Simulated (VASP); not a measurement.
# Zn in VASP: a series of runs, part 3 of 3

VASP 6.6.1. The steps go on from the part before.

## 5. Single point, r2SCAN (biaxial strain in the a-b plane: +2.0 %)

The input, POSCAR:

```
Zn
1.0
    2.6471638502      0.0000000000      0.0000000000
   -1.3235819251      2.2925111422      0.0000000000
    0.0000000000      0.0000000000      4.9308174453
Zn
2
Direct
    0.3333333333      0.6666666667      0.2500000000
    0.6666666667      0.3333333333      0.7500000000
```

The input, INCAR.step1:

```
ALGO = Normal
EDIFF = 1E-4
ENCUT = 520
GGA = PE
ISMEAR = 0
LASPH = True
LCHARG = False
LREAL = False
LWAVE = True
NBANDS = 19
NELM = 60
PREC = Accurate
SIGMA = 0.1
```

The input, INCAR.step2:

```
ALGO = Normal
EDIFF = 1E-6
ENCUT = 520
ISIF = 2
ISMEAR = 0
ISTART = 1
LASPH = True
LCHARG = False
LMIXTAU = True
LREAL = False
LWAVE = False
METAGGA = R2SCAN
NBANDS = 19
NELM = 60
PREC = Accurate
SIGMA = 0.1
```

The input, KPOINTS:

```
k-points
0
Gamma
  24 24 10
```

Potentials or basis: VASP PAW PBE potentials, release 64 (Zn).

Started as:

```console
$ cat potpaw_PBE.64/Zn/POTCAR > POTCAR
$ cp INCAR.step1 INCAR
$ mpirun -np 1 vasp_std > vasp.out
$ cp INCAR.step2 INCAR
$ mpirun -np 1 vasp_std > vasp.out
```

OUTCAR:

```text
EDIFF = 1E-6
   ENCUT = 520
   ISIF = 2
   ISMEAR = 0
   ISTART = 1
   LASPH = True
   LREAL = False
   METAGGA = R2SCAN
   NELM = 60
   PREC = Accurate

 ion  position               nearest neighbor table
   1  0.333  0.667  0.250-   2 2.90   2 2.90   2 2.90   2 2.90   2 2.90   2 2.90
   2  0.667  0.333  0.750-   1 2.90   1 2.90   1 2.90   1 2.90   1 2.90   1 2.90

  LATTYP: Found a hexagonal cell.
 ALAT       =     2.6471638502
 C/A-ratio  =     1.8626793521

  Lattice vectors:

 A1 = (   2.6471638502,   0.0000000000,   0.0000000000)
 A2 = (  -1.3235819251,   2.2925111422,   0.0000000000)
 A3 = (   0.0000000000,   0.0000000000,   4.9308174453)

Analysis of symmetry for initial positions (statically):
=====================================================================
 Subroutine PRICEL returns:
 Original cell was already a primitive cell.

 Routine SETGRP: Setting up the symmetry group for a
 hexagonal supercell.

 Subroutine GETGRP returns: Found 24 space group operations
 (whereof 12 operations were pure point group operations)
 out of a pool of 24 trial point group operations.

The static configuration has the point symmetry D_3d.
 The point group associated with its full space group is D_6h.

Analysis of symmetry for dynamics (positions and initial velocities):
=====================================================================
 Subroutine PRICEL returns:
 Original cell was already a primitive cell.

 Routine SETGRP: Setting up the symmetry group for a
 hexagonal supercell.

 Subroutine GETGRP returns: Found 24 space group operations
 (whereof 12 operations were pure point group operations)
 out of a pool of 24 trial point group operations.

The dynamic configuration has the point symmetry D_3d.
 The point group associated with its full space group is D_6h.

 Subroutine INISYM returns: Found 24 space group operations
 (whereof 12 operations are pure point group operations),
 and found     1 'primitive' translations

----------------------------------------------------------------------------------------

                                     Primitive cell

  volume of cell :      29.9234

  direct lattice vectors                    reciprocal lattice vectors
     2.647163850  0.000000000  0.000000000     0.377762789  0.218101448  0.000000000
    -1.323581925  2.292511142  0.000000000     0.000000000  0.436202896  0.000000000
     0.000000000  0.000000000  4.930817445     0.000000000  0.000000000  0.202806129

  length of vectors
     2.647163850  2.647163850  4.930817445     0.436202896  0.436202896  0.202806129

  position of ions in fractional coordinates (direct lattice)
     0.333333333  0.666666667  0.250000000
     0.666666667  0.333333333  0.750000000

  ion indices of the primitive-cell ions
   primitive index   ion index
                 1           1
                 2           2

----------------------------------------------------------------------------------------

 KPOINTS: k-points

Automatic generation of k-mesh.
 Grid dimensions read from file:
 generate k-points for:   24   24   10

 Generating k-lattice:

  Cartesian coordinates                     Fractional coordinates (reciprocal lattice)
     0.015740116  0.009087560  0.000000000     0.041666667  0.000000000  0.000000000
     0.000000000  0.018175121  0.000000000     0.000000000  0.041666667  0.000000000
     0.000000000  0.000000000  0.020280613     0.000000000  0.000000000  0.100000000

  Length of vectors
     0.018175121  0.018175121  0.020280613

  Shift w.r.t. Gamma in fractional coordinates (k-lattice)
     0.000000000  0.000000000  0.000000000

 Subroutine IBZKPT returns following result:
 ===========================================

 Found    366 irreducible k-points:

 Following reciprocal coordinates:
            Coordinates               Weight
  0.000000  0.000000  0.000000      1.000000
  0.041667  0.000000  0.000000      6.000000
  0.083333  0.000000  0.000000      6.000000
  0.125000  0.000000  0.000000      6.000000
  0.166667 -0.000000  0.000000      6.000000
  0.208333  0.000000  0.000000      6.000000
[... 16 lines left out ...]
  0.416667  0.041667  0.000000     12.000000
  0.458333  0.041667  0.000000     12.000000
 [... further k-points ...]
   k-points           NKPTS =    366   k-points in BZ     NKDIM =    366   number of bands    NBANDS=     19
   number of dos      NEDOS =    301   number of ions     NIONS =      2
   total plane-waves  NPLWV =  16000
   dimension x,y,z NGX =    20 NGY =   20 NGZ =   40
   dimension x,y,z NGXF=    40 NGYF=   40 NGZF=   80
   ions per type =               2
   NGX,Y,Z   is equivalent  to a cutoff of  12.56, 12.56, 13.49 a.u.
   NGXF,Y,Z  is equivalent  to a cutoff of  25.12, 25.12, 26.97 a.u.
 SYSTEM =  unknown system
   PREC   = accura    normal or accurate (medium, high low for compatibility)
   ISTART =      1    job   : 0-new  1-cont  2-samecut
   ICHARG =      0    charge: 1-file 2-atom 10-const
   ISPIN  =      1    spin polarized calculation?
   LNONCOLLINEAR =      F non collinear calculations
   LSORBIT =      F    spin-orbit coupling
   LASPH  =      T    aspherical Exc in radial PAW
   ENCUT  =  520.0 eV  38.22 Ry    6.18 a.u.   4.92  4.92  9.17*2*pi/ulx,y,z
   NELM   =     60;   NELMIN=  2; NELMDL=  0     # of ELM steps
   EDIFF  = 0.1E-05   stopping-criterion for ELM
   LREAL  =      F    real-space projection
[... 7 lines left out ...]
   TEBEG  =    0.0;   TEEND  =   0.0 temperature during run
   PSTRESS=    0.0 pullay stress
   NELECT =      24.0000    total number of electrons
   NUPDOWN=      -1.0000    fix difference up-down
   EMIN   =  10.00;   EMAX   =-10.00  energy-range for DOS
   EFERMI =   0.00;   METHOD = LEGACY
   ISMEAR =     0;   SIGMA  =   0.10  broadening in eV -4-tet -1-fermi 0-gaus
   EFERMI_NEDOS =   21; number of points for ismear=-14 and -15
   IALGO  =     38    algorithm
   IMIX   =      4    mixing-type and parameters
     AMIX     =   0.40;   BMIX     =  1.00
     AMIX_MAG =   1.60;   BMIX_MAG =  1.00
  volume/ion in A,a.u.               =      14.96       100.97
  Fermi-wavevector in a.u.,A,eV,Ry     =   1.521043  2.874355 31.478058  2.313572
  Thomas-Fermi vector in A             =   2.629812
   LORBIT       =      0    0 simple, 1 ext, 2 COOP (PROOUT), +10 PAW based schemes
   METAGGA = R2SCAN    functional components
   LHFCALC =     F    Hartree Fock is set to
   AEXX    =    0.0000 exact exchange contribution
   IVDW    =     0    specifies the selected vdW correction
   LEPSILON=     F    determine dielectric tensor
   LRPA    =     F    only Hartree local field effects (RPA)
 non-spin polarized calculation
 Gauss-broadening in eV      SIGMA  =   0.10
  energy-cutoff  :      520.00
  volume of cell :       29.92
 maximum number of plane-waves:       829
 NGX is ok and might be reduce to    20
   NGX =  9   NGY =  9   NGZ = 19

 number of electron      24.0000018 magnetization

 Free energy of the ion-electron system (eV)
  ---------------------------------------------------
  ext. energy  EPLUGINS =         0.00000000
  ---------------------------------------------------
  free energy    TOTEN  =       -17.79176328 eV

  energy without entropy =      -17.79052380  energy(sigma->0) =      -17.79114354

 E-fermi :   3.0923     XC(G=0): -12.7264

 val. band max:        3.0911320487   @ k =   0.2083   0.0833   0.1000
 cond. band min:       3.0939704607   @ k =   0.3333   0.0833   0.0000
 fundamental gap:      0.0028384120
 Fermi energy:         3.0922728929

 k-point     1 :       0.0000    0.0000    0.0000
  band No.  band energies     occupation
      1      -7.9015      2.00000
      2      -5.9562      2.00000
      3      -5.1896      2.00000
      4      -4.9361      2.00000
      5      -4.9359      2.00000
      6      -4.8840      2.00000
[... 11 lines left out ...]
     18      23.4246      0.00000
     19      23.4260      0.00000

 k-point     2 :       0.0417    0.0000    0.0000
  band No.  band energies     occupation
      1      -7.8466      2.00000
      2      -5.9319      2.00000
      3      -5.1838      2.00000
      4      -4.9419      2.00000
      5      -4.9232      2.00000
      6      -4.8903      2.00000
[... 476 lines left out ...]
 k-point    24 :       0.4583    0.0417    0.0000
  band No.  band energies     occupation
      1      -5.7149      2.00000
      2      -5.6205      2.00000
      3      -5.4606      2.00000
      4      -4.9618      2.00000
      5      -4.7905      2.00000
      6      -4.7847      2.00000
[... 11 lines left out ...]
     18      18.9254      0.00000
     19      19.0976      0.00000

 [... further k-points ...]

------------------------ aborting loop because EDIFF is reached ----------------------------------------

  FORCE on cell =-STRESS in cart. coord.  units (eV):
  Direction    XX          YY          ZZ          XY          YZ          ZX
  --------------------------------------------------------------------------------------
  -------------------------------------------------------------------------------------
  Total       -0.6966422     -0.6966422     -0.2046945      0.0000000      0.0000000      0.0000000
  in kB      -37.3000299    -37.3000299    -10.9598748      0.0000000      0.0000000      0.0000000
  external PRESSURE =     -28.5199782 kB  Pullay stress =       0.0000000 kB

 VOLUME and BASIS-vectors are now :
 -----------------------------------------------------------------------------
  energy-cutoff  :      520.00
  volume of cell :       29.92
      direct lattice vectors                 reciprocal lattice vectors
     2.647163850  0.000000000  0.000000000     0.377762789  0.218101448  0.000000000
    -1.323581925  2.292511142  0.000000000     0.000000000  0.436202896  0.000000000
     0.000000000  0.000000000  4.930817445     0.000000000  0.000000000  0.202806129

 POSITION                                       TOTAL-FORCE (eV/Angst)
 -----------------------------------------------------------------------------------
     -0.00000      1.52834      1.23270        -0.000000      0.000000      0.000000
      1.32358      0.76417      3.69811         0.000000      0.000000      0.000000
 -----------------------------------------------------------------------------------
    total drift:                               -0.000000      0.000000      0.000000

  FREE ENERGIE OF THE ION-ELECTRON SYSTEM (eV)
  ---------------------------------------------------
  free  energy   TOTEN  =       -17.7917632832 eV

  energy  without entropy=      -17.7905238003  energy(sigma->0) =      -17.79114354
```

It took 5.7 min on 1 thread of Intel Xeon 6975P-C (Granite Rapids), shared host; peak memory 0.27 GiB.

Results:

| Quantity | Value |
| --- | --- |
| Free energy | -17.7918 eV |
| Pressure | -2.9 GPa |
| Band gap on the k mesh | zero (bands 12 and 13 overlap by 4.64 eV) |

Stress tensor (GPa, compression positive):
```
-3.73  0.00  0.00
 0.00 -3.73  0.00
 0.00  0.00 -1.10
```

Caveat: the cell differs from its parent crystal (biaxial strain in the a-b plane: +2.0 %); the PAW data sets were made with another functional, which shifts forces and pressure a little.

## 6. Single point, r2SCAN (uniaxial strain along a: -1.0 %, then relaxed in part)

The input, POSCAR:

```
Zn
1.0
    2.5693060427     -0.0004754255      0.0000000000
   -1.2850699506      2.2548796647      0.0000000000
    0.0000000000      0.0000000000      4.9873229008
Zn
2
Direct
    0.3333701682      0.6667145317      0.2500000000
    0.6666298318      0.3332854683      0.7500000000
```

The input, INCAR.step1:

```
SYSTEM = Zn
PREC = Accurate
ENCUT = 520
ISMEAR = 0
SIGMA = 0.1
LREAL = .FALSE.
LASPH = .TRUE.
NELM = 60
NBANDS = 19
GGA = PE
ALGO = Normal
EDIFF = 1E-4
LWAVE = .TRUE.
LCHARG = .FALSE.
```

The input, INCAR.step2:

```
SYSTEM = Zn
PREC = Accurate
ENCUT = 520
EDIFF = 1E-6
ISMEAR = 0
SIGMA = 0.1
LREAL = .FALSE.
LASPH = .TRUE.
NELM = 60
ALGO = Normal
ISIF = 2
LWAVE = .FALSE.
LCHARG = .FALSE.
METAGGA = R2SCAN
LMIXTAU = .TRUE.
NBANDS = 19
ISTART = 1
```

The input, KPOINTS:

```
regular mesh
0
G
  24 24 10
  0 0 0
```

Potentials or basis: VASP PAW PBE potentials, release 64 (Zn).

Started as:

```console
$ cat potpaw_PBE.64/Zn/POTCAR > POTCAR
$ cp INCAR.step1 INCAR
$ mpirun -np 1 vasp_std > vasp.out
$ cp INCAR.step2 INCAR
$ mpirun -np 1 vasp_std > vasp.out
```

OUTCAR:

```text
SYSTEM = Zn
   PREC = Accurate
   ENCUT = 520
   EDIFF = 1E-6
   ISMEAR = 0
   LREAL = .FALSE.
   LASPH = .TRUE.
   NELM = 60
   ISIF = 2
   METAGGA = R2SCAN
   ISTART = 1

 ion  position               nearest neighbor table
   1  0.333  0.667  0.250-   2 2.90   2 2.90   2 2.90   2 2.90   2 2.91   2 2.91
   2  0.667  0.333  0.750-   1 2.90   1 2.90   1 2.90   1 2.90   1 2.91   1 2.91

  LATTYP: Found a simple monoclinic cell.
 ALAT       =     2.5693060867
 B/A-ratio  =     1.9411166800
 C/A-ratio  =     1.0098185201
 COS(beta)  =    -0.4948169780

  Lattice vectors:

 A1 = (   2.5693060427,  -0.0004754255,   0.0000000000)
 A2 = (   0.0000000000,   0.0000000000,   4.9873229008)
 A3 = (  -1.2842360921,  -2.2544042392,   0.0000000000)

Analysis of symmetry for initial positions (statically):
=====================================================================
 Subroutine PRICEL returns:
 Original cell was already a primitive cell.

 Routine SETGRP: Setting up the symmetry group for a
 simple monoclinic supercell.

 Subroutine GETGRP returns: Found  4 space group operations
 (whereof  2 operations were pure point group operations)
 out of a pool of  4 trial point group operations.
[... 162 lines left out ...]

  energy without entropy =      -17.79751898  energy(sigma->0) =      -17.79819807

 E-fermi :   3.2218     XC(G=0): -12.9217

 val. band max:        3.2212347640   @ k =  -0.2917   0.3333   0.0000
 cond. band min:       3.2239127303   @ k =   0.2917   0.0417   0.0000
 fundamental gap:      0.0026779664
 Fermi energy:         3.2217849087

 k-point     1 :       0.0000    0.0000    0.0000
  band No.  band energies     occupation
      1      -7.9498      2.00000
      2      -5.9694      2.00000
      3      -5.1133      2.00000
      4      -4.8320      2.00000
      5      -4.7834      2.00000
      6      -4.7660      2.00000
[... 505 lines left out ...]
      6      -4.5928      2.00000
[... 11 lines left out ...]
     18      19.8513      0.00000
     19      20.0432      0.00000

 [... further k-points ...]

------------------------ aborting loop because EDIFF is reached ----------------------------------------

  FORCE on cell =-STRESS in cart. coord.  units (eV):
  Direction    XX          YY          ZZ          XY          YZ          ZX
  --------------------------------------------------------------------------------------
  -------------------------------------------------------------------------------------
  Total        0.5924805      0.1227450      0.0547648      0.0073146      0.0000000      0.0000000
  in kB       32.8566846      6.8069645      3.0370429      0.4056398      0.0000000      0.0000000
  external PRESSURE =      14.2335640 kB  Pullay stress =       0.0000000 kB

 VOLUME and BASIS-vectors are now :
 -----------------------------------------------------------------------------
  energy-cutoff  :      520.00
  volume of cell :       28.89
      direct lattice vectors                 reciprocal lattice vectors
     2.569306043 -0.000475425  0.000000000     0.389251203  0.221836682  0.000000000
    -1.285069951  2.254879665  0.000000000     0.000082071  0.443529419  0.000000000
     0.000000000  0.000000000  4.987322901     0.000000000  0.000000000  0.200508373

 POSITION                                       TOTAL-FORCE (eV/Angst)
 -----------------------------------------------------------------------------------
     -0.00024      1.50320      1.24683        -0.000100     -0.004975      0.000000
      1.28448      0.75120      3.74049         0.000100      0.004975     -0.000000
 -----------------------------------------------------------------------------------
    total drift:                               -0.000000      0.000000      0.000000

  FREE ENERGIE OF THE ION-ELECTRON SYSTEM (eV)
  ---------------------------------------------------
  free  energy   TOTEN  =       -17.7988771516 eV

  energy  without entropy=      -17.7975189830  energy(sigma->0) =      -17.79819807
```

OUTCAR.step1:

```text
SYSTEM = Zn
   PREC = Accurate
   ENCUT = 520
   ISMEAR = 0
   LREAL = .FALSE.
   LASPH = .TRUE.
[... 754 lines left out ...]
     -0.00024      1.50320      1.24683        -0.000028     -0.001022      0.000000
      1.28448      0.75120      3.74049         0.000028      0.001022      0.000000
 -----------------------------------------------------------------------------------
    total drift:                               -0.000000      0.000000      0.000000

  FREE ENERGIE OF THE ION-ELECTRON SYSTEM (eV)
  ---------------------------------------------------
  free  energy   TOTEN  =        -2.1881720781 eV

  energy  without entropy=       -2.1866590460  energy(sigma->0) =       -2.18741556
```

Run time: 71 min. Hardware: 1 thread of Oxide Virtual Turin-like, shared host; peak memory 0.75 GiB.

Results:

```yaml
Free_energy: -17.7989 eV
Pressure: 1.4 GPa
Largest_force: 0.005 eV/Å
Band_gap_on_the_k_mesh: zero (bands 12 and 13 overlap by 5.17 eV)
```

Forces on the atoms (eV/Å):
```
Zn   0.000 -0.005  0.000
Zn   0.000  0.005  0.000
```

Stress tensor (GPa, compression positive):
```
3.29 0.04 0.00
0.04 0.68 0.00
0.00 0.00 0.30
```

Levels at points of the mesh, in eV from the Fermi level:
| k point | band 10 | band 11 | band 12 | band 13 | band 14 | band 15 |
| --- | --- | --- | --- | --- | --- | --- |
| (0.00, 0.00, 0.00) | -7.37 | -7.36 | -4.09 | -3.42 | 13.62 | 17.51 |
| (0.50, 0.00, 0.00) | -7.09 | -2.86 | -1.89 | 2.90 | 4.04 | 4.76 |
| (0.00, 0.50, 0.00) | -7.10 | -2.98 | -2.06 | 2.74 | 3.86 | 4.55 |
| (0.50, 0.50, 0.00) | -7.09 | -2.87 | -1.90 | 2.89 | 4.04 | 4.75 |
| (0.00, 0.00, 0.50) | -7.45 | -7.44 | -7.44 | 4.38 | 4.38 | 21.17 |
| (0.50, 0.00, 0.50) | -7.10 | -1.93 | -1.93 | 0.73 | 0.73 | 10.79 |
| (0.00, 0.50, 0.50) | -7.11 | -2.05 | -2.05 | 0.53 | 0.53 | 10.63 |
| (0.50, 0.50, 0.50) | -7.10 | -1.94 | -1.94 | 0.73 | 0.73 | 10.79 |

Caveat: the cell differs from its parent crystal (uniaxial strain along a: -1.0 %, then relaxed in part); the PAW data sets were made with another functional, which shifts forces and pressure a little.

## 7. The runs side by side

| cell | gap on the mesh (eV) | pressure (GPa) |
| --- | --- | --- |
| a = 2.569, b = 2.594, c = 5.003 Å, angles 90.0, 90.0, 119.7°, 2 atoms | none | 1.3 |
| a = 2.621, b = 2.621, c = 4.905 Å, angles 90.0, 90.0, 120.0°, 2 atoms | none | -0.6 |
| a = 2.621, b = 2.621, c = 4.961 Å, angles 90.0, 90.0, 120.0°, 2 atoms | none | -1.2 |
| a = 2.647, b = 2.647, c = 4.931 Å, angles 90.0, 90.0, 120.0°, 2 atoms | none | -2.9 |
| a = 2.569, b = 2.595, c = 4.987 Å, angles 90.0, 90.0, 119.7°, 2 atoms | none | 1.4 |

Alike in all rows: task single point; level r2SCAN; potentials or basis VASP PAW PBE potentials, release 64 (Zn); no spin polarisation; k mesh 24 × 24 × 10; cutoff (eV) 520; smearing gaussian 0.1 eV.

Caveats: the PAW data sets were made with another functional, which shifts forces and pressure a little.

Absolute energies hang on the potentials; compare differences alone.
